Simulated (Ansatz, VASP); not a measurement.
This is a calculation of KBr for VASP 6.6.1.

INCAR

```
PREC = Accurate
ENCUT = 500
EDIFF = 1E-6
ISMEAR = 0
SIGMA = 0.028999999999999998
LREAL = F
LASPH = T
NELM = 120
ALGO = Normal
ISIF = 2
LWAVE = F
LCHARG = F
GGA = PE
NBANDS = 15
GGA_COMPAT = F
```

KPOINTS

```
Automatic mesh
0
Gamma
  7 7 7
```

File POSCAR:

```
KBr
1.0
    0.0000000000      3.3000000000      3.3000000000
    3.3000000000      0.0000000000      3.3000000000
    3.3000000000      3.3000000000      0.0000000000
Br K
1 1
Direct
    0.5000000000      0.5000000000      0.5000000000
    0.0000000000      0.0000000000      0.0000000000
```

Potentials or basis: VASP PAW PBE potentials, release 64 (Br, K_sv).

Command:

```sh
$ cat potpaw_PBE.64/Br/POTCAR potpaw_PBE.64/K_sv/POTCAR > POTCAR
$ mpirun -np 1 vasp_std > vasp.out
```

Problem. Translate it to Ansatz 0.2.0. Potentials there: all-electron LAPW, scalar-relativistic.

Solution. As run (the cutoff follows the program's own potentials):

File input.yaml:

```yaml
crystal:
  lattice:
    - [0.0, 3.3, 3.3]
    - [3.3, 0.0, 3.3]
    - [3.3, 3.3, 0.0]
  atoms:
    - { symbol: Br, position: [0.5, 0.5, 0.5] }
    - { symbol: K, position: [0.0, 0.0, 0.0] }
kpoints:
  mp_grid: { grid: [7, 7, 7] }
scf:
  occupations: { method: gaussian, width: 0.029 }
hamiltonian:
  xc: pbe
  pseudopotentials: { kind: all_electron, lapw: { basis_error: 0.001 } }
output:
  forces: true
  stress: true
  eigenvalues: true
```

Potentials or basis: all-electron LAPW, scalar-relativistic.

The run is started by

```bash
$ ansatz run input.yaml --threads 1 --pin off --max-ram 3072MiB --backend cpu --events-out ev --progress --plain --runs-dir out
```

Both were run:

|  | VASP | Ansatz | Ansatz less VASP |
| --- | --- | --- | --- |
| gap on the k mesh at the Fermi level (eV) | 4.43 | 4.44 | +0.001 |
| least direct gap on the mesh (eV) | 4.43 | 4.44 | +0.001 |
| pressure (GPa) | 0.8 | 0.7 | -0.04 |

Ansatz ran all-electron here, and VASP with PAW potentials.
